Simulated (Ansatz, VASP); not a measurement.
ZnO: VASP beside Ansatz

File INCAR:

```
PREC = Accurate ; ENCUT = 520
EDIFF = 1E-7 ; ISMEAR = 0
SIGMA = 0.1 ; LREAL = False
LASPH = True ; NELM = 150
ALGO = Normal ; ISIF = 2
LWAVE = False ; LCHARG = False
ISPIN = 2 ; MAGMOM = 0 0 1 1
LORBIT = 11 ; GGA = PE
NBANDS = 30
```

KPOINTS

```
regular mesh
0
Gamma
  4 8 4
```

File POSCAR:

```
ZnO
1.0
    4.0633966400      0.0000000000      0.0000000000
    0.0000000000      2.4813190600      0.0000000000
    0.0000000000      0.0000000000      4.4144537600
Zn O
2 2
Direct
    0.2500000000      0.0000000000      0.1705165500
    0.7500000000      0.0000000000      0.8294834500
    0.2500000000      0.5000000000      0.6804687400
    0.7500000000      0.5000000000      0.3195312600
```

Input for Ansatz:

```yaml
crystal:
  lattice:
    - [4.06339664, 0.0, 0.0]
    - [0.0, 2.48131906, 0.0]
    - [0.0, 0.0, 4.41445376]
  atoms:
    - { symbol: Zn, position: [0.25, 0.0, 0.17051655] }
    - { symbol: Zn, position: [0.75, 0.0, 0.82948345] }
    - { symbol: O, position: [0.25, 0.5, 0.68046874], spin: 1.0 }
    - { symbol: O, position: [0.75, 0.5, 0.31953126], spin: 1.0 }
basis:
  ecutwfc: 420
kpoints:
  mp_grid: { grid: [4, 8, 4] }
hamiltonian:
  xc: pbe
scf:
  occupations: { method: gaussian, width: 0.1 }
  lower_state_search: "off"
output:
  forces: true
  stress: true
  eigenvalues: true
  populations: true
magnetization:
  spin_polarized: true
```

Change from the starting cell: species swapped into the VPt type (Pmma, No. 51).

Alike in both runs: task single point; functional PBE; k mesh 4 × 8 × 4; occupations gaussian, width 0.1 eV; collinear spin.

|  | VASP | Ansatz |
| --- | --- | --- |
| version | VASP 6.6.1 | Ansatz 0.2.0 |
| potentials or method | VASP PAW PBE potentials, release 64 (Zn, O), cutoff 520 eV | scalar-relativistic, plane waves, PAW |
| valence electrons in the cell | 36 | 36 |

VASP gave:

| Quantity | Value |
| --- | --- |
| gap on the k mesh at the Fermi level (eV) | none |
| pressure (GPa) | -7.3 |
| traceless stress, the component that is largest in VASP (GPa) | 28.10 |
| rms of the force components (eV/Å) | 1.124 |
| net moment per atom (μB) | 0.00 |
| size of the moment on the site where the two differ most (μB) | 0.00 |

**Question.** Estimate Ansatz's values.

**Answer.** gap on the k mesh at the Fermi level (eV): none; pressure (GPa): -7.6; traceless stress, the component that is largest in VASP (GPa): 28.15; rms of the force components (eV/Å): 1.139; net moment per atom (μB): 0.06; size of the moment on the site where the two differ most (μB): 0.13.

Site moments also hang on the region over which each program counts them. Atom by atom the forces differ by 0.024 eV/Å (rms over components). A gap of «none» marks a metal or a gap that the smearing closes.

The k mesh is coarse, so the values compare programs but aren't converged.
